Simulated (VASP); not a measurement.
**Ti: single point with r2SCAN**

Ti:

```xyz
1
Lattice="-1.5446 1.5446 1.7072 1.5446 -1.5446 1.7072 1.5446 1.5446 -1.7072" Properties=species:S:1:pos:R:3 pbc="T T T"
Ti    0.0000    0.0000    0.0000
```

This cell differs from its parent crystal: strain -0.050 along x and y, +0.050 along z.

```
Program                : VASP 6.6.1
Task                   : single point
Functional             : r2SCAN
Potentials or basis    : VASP PAW PBE potentials, release 64 (Ti_sv)
Cutoff                 : 520 eV
k mesh                 : 26 × 26 × 26
Occupations            : gaussian, width 0.15 eV
Spin                   : no spin polarisation
Dipole correction      : no
Further INCAR settings : ALGO = Normal; EDIFF = 1e-06; NBANDS = 12
```

```
Pressure               : 7.5 GPa
Band gap on the k mesh : zero (band 6 reaches 10.03 eV, above the bottom of band 7 at 8.13 eV)
```

Stress tensor (GPa, compression positive):
```
6.60 0.00 0.00
0.00 6.60 0.00
0.00 0.00 9.42
```

Levels at points of the mesh, in eV from the Fermi level:
```
           k point  band 3  band 4  band 5  band 6  band 7  band 8  band 9  band 10
(0.00, 0.00, 0.00)  -33.54  -33.54   -6.50    0.96    0.96    1.75    2.55     3.45
(0.50, 0.00, 0.00)  -33.77  -33.55   -2.78   -0.07    0.93    2.54    3.62     4.72
(0.50, 0.50, 0.00)  -33.84  -33.61   -2.79   -1.05    1.68    3.68    3.75     4.85
(0.50, 0.50, 0.50)  -34.05  -34.05   -2.68   -2.39    4.33    4.46    4.46     7.31
```

Wall time 10 min on 1 thread of Intel Xeon 6975P-C, on a shared host, peak memory 0.36 GiB.

Caveat: the cell differs from its parent crystal (strain -0.050 along x and y, +0.050 along z); the PAW data sets were made with another functional, which shifts forces and pressure a little.
